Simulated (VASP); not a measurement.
# As (Pm-3n) in VASP: notebook

Runs on As. Level: RPBE. Tasks: single point, relaxation of cell and atoms.

All numbers are computed with VASP 6.6.1; they aren't measurements. Logs are shortened: lines on timing, memory, paths and dates and some standing lists are left out, and cuts for length are marked.

### 1 The cell of the first run

It takes space group Pm-3n (No. 223, cubic). The conventional cell has a = 5.437 Å, b = 5.437 Å, c = 5.437 Å, α = 90.00°, β = 90.00°, γ = 90.00°. Within 4.0 Å of As (site symmetry m-3) lie 12 As at 3.04 Å. Within 3.6 Å of As (site symmetry -4m2) lie 14 As at 2.72 to 3.33 Å.

### 2 Single point, RPBE

File INCAR:

```
SYSTEM = As
ALGO = Normal ; EDIFF = 1E-6
ENCUT = 520 ; GGA = RP
ISIF = 2 ; ISMEAR = -1
LASPH = .TRUE. ; LCHARG = .FALSE.
LREAL = .FALSE. ; LWAVE = .FALSE.
NBANDS = 30 ; NELM = 60
PREC = Accurate ; SIGMA = 0.1
```

File KPOINTS:

```
k-points
0
G
  5 5 5
  0 0 0
```

File POSCAR:

```
As
1.0
    5.4371526691      0.0000000000      0.0000000000
    0.0000000000      5.4371526691      0.0000000000
    0.0000000000      0.0000000000      5.4371526691
As
8
Direct
    0.0000000000      1.0000000000      1.0000000000
    0.5000000000      0.5000000000      0.5000000000
    0.2500000000      0.0000000000      0.5000000000
    0.7500000000      0.0000000000      0.5000000000
    0.5000000000      0.2500000000      1.0000000000
    0.5000000000      0.7500000000      1.0000000000
    1.0000000000      0.5000000000      0.2500000000
    1.0000000000      0.5000000000      0.7500000000
```

Potentials or basis: VASP PAW PBE potentials, release 64 (As).

Launch:

```console
cat potpaw_PBE.64/As/POTCAR > POTCAR
mpirun -np 1 vasp_std > vasp.out
```

OUTCAR:

```text
SYSTEM = As
   EDIFF = 1E-6
   ENCUT = 520
   GGA = RP
   ISIF = 2
   ISMEAR = -1
   LASPH = .TRUE.
   LREAL = .FALSE.
   NELM = 60
   PREC = Accurate

 ion  position               nearest neighbor table
   1  0.000  0.000  0.000-
   2  0.500  0.500  0.500-
   3  0.250  0.000  0.500-   4 2.72   4 2.72
   4  0.750  0.000  0.500-   3 2.72   3 2.72
   5  0.500  0.250  0.000-   6 2.72   6 2.72
   6  0.500  0.750  0.000-   5 2.72   5 2.72
   7  0.000  0.500  0.250-   8 2.72   8 2.72
   8  0.000  0.500  0.750-   7 2.72   7 2.72

  LATTYP: Found a simple cubic cell.
 ALAT       =     5.4371526691

  Lattice vectors:

 A1 = (   5.4371526691,   0.0000000000,   0.0000000000)
 A2 = (   0.0000000000,   5.4371526691,   0.0000000000)
 A3 = (   0.0000000000,   0.0000000000,   5.4371526691)

Analysis of symmetry for initial positions (statically):
=====================================================================
 Subroutine PRICEL returns:
 Original cell was already a primitive cell.

 Routine SETGRP: Setting up the symmetry group for a
 simple cubic supercell.

 Subroutine GETGRP returns: Found 48 space group operations
 (whereof 24 operations were pure point group operations)
 out of a pool of 48 trial point group operations.

The static configuration has the point symmetry T_h .
 The point group associated with its full space group is O_h .

Analysis of symmetry for dynamics (positions and initial velocities):
=====================================================================
 Subroutine PRICEL returns:
 Original cell was already a primitive cell.

 Routine SETGRP: Setting up the symmetry group for a
 simple cubic supercell.

 Subroutine GETGRP returns: Found 48 space group operations
 (whereof 24 operations were pure point group operations)
 out of a pool of 48 trial point group operations.

The dynamic configuration has the point symmetry T_h .
 The point group associated with its full space group is O_h .

 Subroutine INISYM returns: Found 48 space group operations
 (whereof 24 operations are pure point group operations),
 and found     1 'primitive' translations

----------------------------------------------------------------------------------------

                                     Primitive cell

  volume of cell :     160.7365

  direct lattice vectors                    reciprocal lattice vectors
     5.437152669  0.000000000  0.000000000     0.183919794  0.000000000  0.000000000
     0.000000000  5.437152669  0.000000000     0.000000000  0.183919794  0.000000000
     0.000000000  0.000000000  5.437152669     0.000000000  0.000000000  0.183919794

  length of vectors
     5.437152669  5.437152669  5.437152669     0.183919794  0.183919794  0.183919794

  position of ions in fractional coordinates (direct lattice)
     0.000000000  0.000000000  0.000000000
     0.500000000  0.500000000  0.500000000
     0.250000000  0.000000000  0.500000000
     0.750000000  0.000000000  0.500000000
     0.500000000  0.250000000  0.000000000
     0.500000000  0.750000000  0.000000000
     0.000000000  0.500000000  0.250000000
     0.000000000  0.500000000  0.750000000

  ion indices of the primitive-cell ions
   primitive index   ion index
                 1           1
                 2           2
                 3           3
                 4           4
                 5           5
                 6           6
                 7           7
                 8           8

----------------------------------------------------------------------------------------

 KPOINTS: k-points

Automatic generation of k-mesh.
 Grid dimensions read from file:
 generate k-points for:    5    5    5

 Generating k-lattice:

  Cartesian coordinates                     Fractional coordinates (reciprocal lattice)
     0.036783959  0.000000000  0.000000000     0.200000000  0.000000000  0.000000000
     0.000000000  0.036783959  0.000000000     0.000000000  0.200000000  0.000000000
     0.000000000  0.000000000  0.036783959     0.000000000  0.000000000  0.200000000

  Length of vectors
     0.036783959  0.036783959  0.036783959

  Shift w.r.t. Gamma in fractional coordinates (k-lattice)
     0.000000000  0.000000000  0.000000000

 Subroutine IBZKPT returns following result:
 ===========================================

 Found     10 irreducible k-points:

 Following reciprocal coordinates:
            Coordinates               Weight
  0.000000  0.000000  0.000000      1.000000
  0.200000  0.000000  0.000000      6.000000
  0.400000  0.000000  0.000000      6.000000
  0.200000  0.200000  0.000000     12.000000
  0.400000  0.200000  0.000000     24.000000
  0.400000  0.400000  0.000000     12.000000
  0.200000  0.200000  0.200000      8.000000
  0.400000  0.200000  0.200000     24.000000
  0.400000  0.400000  0.200000     24.000000
  0.400000  0.400000  0.400000      8.000000
   k-points           NKPTS =     10   k-points in BZ     NKDIM =     10   number of bands    NBANDS=     30
   number of dos      NEDOS =    301   number of ions     NIONS =      8
   total plane-waves  NPLWV =  64000
   dimension x,y,z NGX =    40 NGY =   40 NGZ =   40
   dimension x,y,z NGXF=    80 NGYF=   80 NGZF=   80
   ions per type =               8
   NGX,Y,Z   is equivalent  to a cutoff of  12.23, 12.23, 12.23 a.u.
   NGXF,Y,Z  is equivalent  to a cutoff of  24.46, 24.46, 24.46 a.u.
 SYSTEM =  As
   PREC   = accura    normal or accurate (medium, high low for compatibility)
   ISTART =      0    job   : 0-new  1-cont  2-samecut
   ICHARG =      2    charge: 1-file 2-atom 10-const
   ISPIN  =      1    spin polarized calculation?
   LNONCOLLINEAR =      F non collinear calculations
   LSORBIT =      F    spin-orbit coupling
   LASPH  =      T    aspherical Exc in radial PAW
   ENCUT  =  520.0 eV  38.22 Ry    6.18 a.u.  10.11 10.11 10.11*2*pi/ulx,y,z
   NELM   =     60;   NELMIN=  2; NELMDL= -5     # of ELM steps
   EDIFF  = 0.1E-05   stopping-criterion for ELM
   LREAL  =      F    real-space projection
   EDIFFG = 0.1E-04   stopping-criterion for IOM
   NSW    =      0    number of steps for IOM
   IBRION =     -1    ionic relax: 0-MD 1-quasi-New 2-CG
   NFREE  =      0    steps in history (QN), initial steepest desc. (CG)
   ISIF   =      2    stress and relaxation
   ISYM   =      2    0-nonsym 1-usesym 2-fastsym
   POTIM  = 0.5000    time-step for ionic-motion
   TEBEG  =    0.0;   TEEND  =   0.0 temperature during run
   PSTRESS=    0.0 pullay stress
   NELECT =      40.0000    total number of electrons
   NUPDOWN=      -1.0000    fix difference up-down
   EMIN   =  10.00;   EMAX   =-10.00  energy-range for DOS
   EFERMI =   0.00;   METHOD = LEGACY
   ISMEAR =    -1;   SIGMA  =   0.10  broadening in eV -4-tet -1-fermi 0-gaus
   EFERMI_NEDOS =   21; number of points for ismear=-14 and -15
   IALGO  =     38    algorithm
   IMIX   =      4    mixing-type and parameters
     AMIX     =   0.40;   BMIX     =  1.00
     AMIX_MAG =   1.60;   BMIX_MAG =  1.00
  volume/ion in A,a.u.               =      20.09       135.59
  Fermi-wavevector in a.u.,A,eV,Ry     =   1.029730  1.945907 14.426850  1.060344
  Thomas-Fermi vector in A             =   2.163792
   LORBIT       =      0    0 simple, 1 ext, 2 COOP (PROOUT), +10 PAW based schemes
   GGA     = RP    functional components
   LHFCALC =     F    Hartree Fock is set to
   AEXX    =    0.0000 exact exchange contribution
   IVDW    =     0    specifies the selected vdW correction
   LEPSILON=     F    determine dielectric tensor
   LRPA    =     F    only Hartree local field effects (RPA)
 non-spin polarized calculation
  energy-cutoff  :      520.00
  volume of cell :      160.74
 maximum number of plane-waves:      4385
   NGX = 21   NGY = 21   NGZ = 21

 number of electron      40.0000007 magnetization

 Free energy of the ion-electron system (eV)
  ---------------------------------------------------
  ext. energy  EPLUGINS =         0.00000000
  ---------------------------------------------------
  free energy    TOTEN  =       -29.68918899 eV

  energy without entropy =      -29.52734090  energy(sigma->0) =      -29.60826494

 E-fermi :   5.9377     XC(G=0): -10.4980

 val. band max:        5.8603368300   @ k =   0.4000   0.4000   0.4000
 cond. band min:       6.0366620304   @ k =   0.4000   0.2000   0.0000
 fundamental gap:      0.1763252005
 Fermi energy:         5.9376783743

 k-point     1 :       0.0000    0.0000    0.0000
  band No.  band energies     occupation
      1      -8.6823      2.00000
      2      -5.3400      2.00000
      3      -5.3400      2.00000
      4      -4.9626      2.00000
      5      -3.3071      2.00000
      6      -3.3071      2.00000
[... 22 lines left out ...]
     29       9.4756      0.00000
     30      12.4974      0.00000

 k-point     2 :       0.2000    0.0000    0.0000
  band No.  band energies     occupation
      1      -8.4964      2.00000
      2      -5.9639      2.00000
      3      -5.1862      2.00000
      4      -4.9458      2.00000
      5      -3.2314      2.00000
      6      -3.2314      2.00000
[... 22 lines left out ...]
     29       9.5403      0.00000
     30      10.8779      0.00000

 k-point     3 :       0.4000    0.0000    0.0000
  band No.  band energies     occupation
      1      -7.9455      2.00000
      2      -7.0606      2.00000
      3      -4.7921      2.00000
      4      -4.6552      2.00000
      5      -3.5579      2.00000
      6      -3.4520      2.00000
[... 22 lines left out ...]
     29       9.8165      0.00000
     30       9.8165      0.00000

 k-point     4 :       0.2000    0.2000    0.0000
  band No.  band energies     occupation
      1      -8.3109      2.00000
      2      -5.8450      2.00000
      3      -5.7361      2.00000
      4      -4.9124      2.00000
      5      -3.6532      2.00000
      6      -3.1599      2.00000
[... 22 lines left out ...]
     29       9.5948      0.00000
     30      10.5124      0.00000

 k-point     5 :       0.4000    0.2000    0.0000
  band No.  band energies     occupation
      1      -7.7616      2.00000
      2      -6.8810      2.00000
      3      -5.3202      2.00000
      4      -4.5687      2.00000
      5      -4.4204      2.00000
      6      -3.4451      2.00000
[... 22 lines left out ...]
     29       9.3869      0.00000
     30       9.7456      0.00000

 k-point     6 :       0.4000    0.4000    0.0000
  band No.  band energies     occupation
      1      -7.2193      2.00000
      2      -6.3831      2.00000
      3      -6.3221      2.00000
      4      -5.4882      2.00000
      5      -4.1511      2.00000
      6      -3.3802      2.00000
[... 22 lines left out ...]
     29       8.8550      0.00000
     30       9.5518      0.00000

 k-point     7 :       0.2000    0.2000    0.2000
  band No.  band energies     occupation
      1      -8.1258      2.00000
      2      -5.6752      2.00000
      3      -5.6752      2.00000
      4      -5.4975      2.00000
      5      -3.5609      2.00000
      6      -3.5609      2.00000
[... 22 lines left out ...]
     29       8.9715      0.00000
     30      10.2634      0.00000

 k-point     8 :       0.4000    0.2000    0.2000
  band No.  band energies     occupation
      1      -7.5782      2.00000
      2      -6.7019      2.00000
      3      -5.1974      2.00000
      4      -5.0988      2.00000
      5      -4.3226      2.00000
      6      -4.2365      2.00000
[... 22 lines left out ...]
     29       8.7305      0.00000
     30       9.0010      0.00000

 k-point     9 :       0.4000    0.4000    0.2000
  band No.  band energies     occupation
      1      -7.0372      2.00000
      2      -6.2046      2.00000
      3      -6.1465      2.00000
      4      -5.3205      2.00000
      5      -4.6747      2.00000
      6      -3.8881      2.00000
[... 22 lines left out ...]
     29       8.4630      0.00000
     30       8.9623      0.00000

 k-point    10 :       0.4000    0.4000    0.4000
  band No.  band energies     occupation
      1      -6.5011      2.00000
      2      -5.6809      2.00000
      3      -5.6809      2.00000
      4      -5.6060      2.00000
      5      -4.8454      2.00000
      6      -4.8454      2.00000
[... 22 lines left out ...]
     29       7.6287      0.00000
     30       8.0407      0.00000

------------------------ aborting loop because EDIFF is reached ----------------------------------------

  FORCE on cell =-STRESS in cart. coord.  units (eV):
  Direction    XX          YY          ZZ          XY          YZ          ZX
  --------------------------------------------------------------------------------------
  -------------------------------------------------------------------------------------
  Total        0.0015936      0.0015936      0.0015936     -0.0000000      0.0000000      0.0000000
  in kB        0.0158841      0.0158841      0.0158841     -0.0000000      0.0000000      0.0000000
  external PRESSURE =       0.0158841 kB  Pullay stress =       0.0000000 kB

 VOLUME and BASIS-vectors are now :
 -----------------------------------------------------------------------------
  energy-cutoff  :      520.00
  volume of cell :      160.74
      direct lattice vectors                 reciprocal lattice vectors
     5.437152669  0.000000000  0.000000000     0.183919794  0.000000000  0.000000000
     0.000000000  5.437152669  0.000000000     0.000000000  0.183919794  0.000000000
     0.000000000  0.000000000  5.437152669     0.000000000  0.000000000  0.183919794

 POSITION                                       TOTAL-FORCE (eV/Angst)
 -----------------------------------------------------------------------------------
      0.00000      0.00000      0.00000         0.000000     -0.000000      0.000000
      2.71858      2.71858      2.71858         0.000000     -0.000000      0.000000
      1.35929      0.00000      2.71858         0.000000     -0.000000     -0.000000
      4.07786      0.00000      2.71858        -0.000000      0.000000     -0.000000
      2.71858      1.35929      0.00000         0.000000      0.000000      0.000000
      2.71858      4.07786      0.00000         0.000000     -0.000000     -0.000000
      0.00000      2.71858      1.35929         0.000000     -0.000000      0.000000
      0.00000      2.71858      4.07786        -0.000000      0.000000     -0.000000
 -----------------------------------------------------------------------------------
    total drift:                                0.000000     -0.000000      0.000000

  FREE ENERGIE OF THE ION-ELECTRON SYSTEM (eV)
  ---------------------------------------------------
  free  energy   TOTEN  =       -29.6891889892 eV

  energy  without entropy=      -29.5273409005  energy(sigma->0) =      -29.60826494
```

Wall time 27 s (1 thread of Intel Xeon Platinum 8559C (Emerald Rapids), shared host); peak memory 0.22 GiB.

What came out:

| Item | Value |
| --- | --- |
| Free energy | -29.6892 eV |
| Pressure | 0.0 GPa |
| Band gap on the k mesh | zero (band 20 reaches 6.22 eV, above the bottom of band 21 at 5.71 eV) |

Caveat: the PAW data sets were made with another functional, which shifts forces and pressure a little.

### 3 Single point, RPBE

File INCAR:

```
SYSTEM = As
PREC = Accurate
ENCUT = 520
EDIFF = 1E-6
ISMEAR = -1
SIGMA = 0.1
LREAL = .FALSE.
LASPH = .TRUE.
NELM = 60
ALGO = Normal
ISIF = 2
LWAVE = .FALSE.
LCHARG = .FALSE.
GGA = RP
NBANDS = 30
```

File KPOINTS:

```
Automatic mesh
0
G
  6 6 6
  0 0 0
```

POSCAR is that of step 2.

Potentials or basis: VASP PAW PBE potentials, release 64 (As).

Launch:

```console
cat potpaw_PBE.64/As/POTCAR > POTCAR
mpirun -np 1 vasp_std > vasp.out
```

Wall time 40 s (1 thread of Intel Xeon Platinum 8559C (Emerald Rapids), shared host); peak memory 0.25 GiB.

Results (log left out):

| Property | Result |
| --- | --- |
| Free energy | -29.5741 eV |
| Pressure | -0.3 GPa |
| Band gap on the k mesh | zero (band 20 reaches 6.30 eV, above the bottom of band 21 at 5.72 eV) |

Levels at points of the mesh, in eV from the Fermi level:
| k point | band 18 | band 19 | band 20 | band 21 | band 22 | band 23 |
| --- | --- | --- | --- | --- | --- | --- |
| (0.00, 0.00, 0.00) | -1.80 | -1.80 | -1.80 | 0.91 | 0.91 | 0.91 |
| (0.50, 0.00, 0.00) | -1.42 | -0.77 | -0.77 | 0.26 | 0.26 | 1.13 |
| (0.50, 0.50, 0.00) | -1.46 | -0.65 | -0.26 | 0.24 | 0.65 | 1.22 |
| (0.50, 0.50, 0.50) | 0.05 | 0.05 | 0.05 | 0.05 | 0.05 | 0.13 |

Caveat: the PAW data sets were made with another functional, which shifts forces and pressure a little.

### 4 Relaxation of cell and atoms, RPBE

This run uses another cell than the first one, of 18.30 Å³/atom, 0.911 times its volume.

File INCAR:

```
SYSTEM = As
ALGO = Normal
EDIFF = 1E-7
EDIFFG = -0.01
ENCUT = 600
GGA = RP
IBRION = 2
ISIF = 3
ISMEAR = -1
LASPH = .True.
LCHARG = .False.
LREAL = .False.
LWAVE = .False.
NELM = 80
NSW = 80
PREC = Accurate
SIGMA = 0.1
```

File KPOINTS:

```
k-points
0
Gamma
  5 5 5
  0 0 0
```

File POSCAR:

```
As
1.0
    5.2705306221      0.0000000000      0.0000000000
    0.0000000000      5.2705306221      0.0000000000
    0.0000000000      0.0000000000      5.2705306221
As
8
Direct
    0.0000000000      0.0000000000      0.0000000000
    0.5000000000      0.5000000000      0.5000000000
    0.2500000000      0.0000000000      0.5000000000
    0.7500000000      0.0000000000      0.5000000000
    0.5000000000      0.2500000000      0.0000000000
    0.5000000000      0.7500000000      0.0000000000
    0.0000000000      0.5000000000      0.2500000000
    0.0000000000      0.5000000000      0.7500000000
```

Launch:

```console
cat potpaw_PBE.64/As/POTCAR > POTCAR
mpirun -np 1 vasp_std > vasp.out
```

Wall time 96 s (1 thread of Intel Xeon Platinum 8559C (Emerald Rapids), shared host); peak memory 0.24 GiB.

The run converged. Its results:

- Free energy: -29.6890 eV
- Relaxed volume: 20.09 Å³/atom
- Relaxed cell: a = 5.437 Å, b = 5.437 Å, c = 5.437 Å, α = 90.00°, β = 90.00°, γ = 90.00°
- Space group after relaxing (to 0.05 Å): Pm-3n (No. 223)
- Energy gained by relaxing: 42.5 meV/atom
- Ionic steps: 3
- Pressure after relaxing: 0.0 GPa
- Band gap on the k mesh: zero (band 20 reaches 6.23 eV, above the bottom of band 21 at 5.71 eV)

Step by step:
```
step  energy change (eV)  largest force (eV/Å)  pressure (GPa)  volume (Å³)
   1              0.0000                0.0000            8.25       146.41
   2             -0.2834                0.0000           -2.67       167.31
   3             -0.3403                0.0000            0.02       160.69
```

Final structure:
```yaml
crystal:
  lattice:
    - [5.43667, 0.00000, 0.00000]
    - [0.00000, 5.43667, 0.00000]
    - [0.00000, 0.00000, 5.43667]
  atoms:
    - { symbol: As, position: [0.00000, 0.00000, 0.00000] }
    - { symbol: As, position: [0.50000, 0.50000, 0.50000] }
    - { symbol: As, position: [0.25000, 0.00000, 0.50000] }
    - { symbol: As, position: [0.75000, 0.00000, 0.50000] }
    - { symbol: As, position: [0.50000, 0.25000, 0.00000] }
    - { symbol: As, position: [0.50000, 0.75000, 0.00000] }
    - { symbol: As, position: [0.00000, 0.50000, 0.25000] }
    - { symbol: As, position: [0.00000, 0.50000, 0.75000] }
```

Levels at points of the mesh, in eV from the Fermi level:
```tsv
k point	band 16	band 17	band 18	band 19	band 20	band 21	band 22	band 23	band 24	band 25
(0.00, 0.00, 0.00)	-3.12	-2.41	-1.66	-1.66	-1.66	1.05	1.05	1.05	1.49	1.49
```

Caveat: the PAW data sets were made with another functional, which shifts forces and pressure a little.

### 5 Overview

```csv
task,cell,k mesh,cutoff (eV),gap on the mesh (eV),pressure (GPa)
single point,"a = 5.437 Å, 8 atoms",5 × 5 × 5,520,none,0.0
single point,"a = 5.437 Å, 8 atoms",6 × 6 × 6,520,none,-0.3
relaxation of cell and atoms,"relaxed from a = 5.271 Å, 8 atoms",5 × 5 × 5,600,none,0.0
```

Alike in all rows: level RPBE; potentials or basis VASP PAW PBE potentials, release 64 (As); no spin polarisation; smearing fermi-dirac 0.1 eV.

Caveats: the PAW data sets were made with another functional, which shifts forces and pressure a little.

Absolute energies hang on the potentials; compare differences alone.
